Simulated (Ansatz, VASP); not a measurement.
# Two plane-wave programs on MgCd3Te4

```
CELL_PARAMETERS angstrom
6.42670 -0.02402 -0.08989
-0.02402 6.76885 -0.02253
-3.29123 -3.39495 6.50982
ATOMIC_POSITIONS crystal
Mg 0.00410 0.00890 0.00522
Cd 0.24525 0.74080 0.49907
Cd 0.51459 0.50699 0.00538
Cd 0.75178 0.25789 0.50303
Te 0.36849 0.87584 0.24966
Te 0.62756 0.62160 0.74876
Te 0.87612 0.36764 0.25754
Te 0.11210 0.12032 0.73134
```

Change from the starting cell: cell x1, atoms moved at random (sigma 0.05 Å) and cell strained at random (1.5 %), then relaxed without symmetry.

Alike in both runs: task relaxation of cell and atoms; functional PBE; k mesh 2 × 2 × 2; occupations gaussian, width 0.1 eV; no spin polarisation.

|  | VASP | Ansatz |
| --- | --- | --- |
| version | VASP 6.6.1 | Ansatz 0.2.0 |
| potentials or method | VASP PAW PBE potentials, release 64 (Mg, Cd, Te), cutoff 600 eV | scalar-relativistic, plane waves, PAW |
| valence electrons in the cell | 62 | 134 |

VASP gave:

* gap on the k mesh at the Fermi level, each at its own relaxed structure (eV): 0.99
* relaxed volume (Å³/atom): 35.86
* relaxed cell length with the largest relative difference (Å): 8.056

Problem. What did Ansatz give for the same quantities?

Solution. gap on the k mesh at the Fermi level, each at its own relaxed structure (eV): 1.00; relaxed volume (Å³/atom): 35.76; relaxed cell length with the largest relative difference (Å): 8.039.

VASP's potentials hold 62 valence electrons a cell and Ansatz's 134, so a difference there can come from the potentials and not from the codes.

The k mesh is coarse, so the values compare programs but aren't converged. Spin-orbit coupling is off throughout.
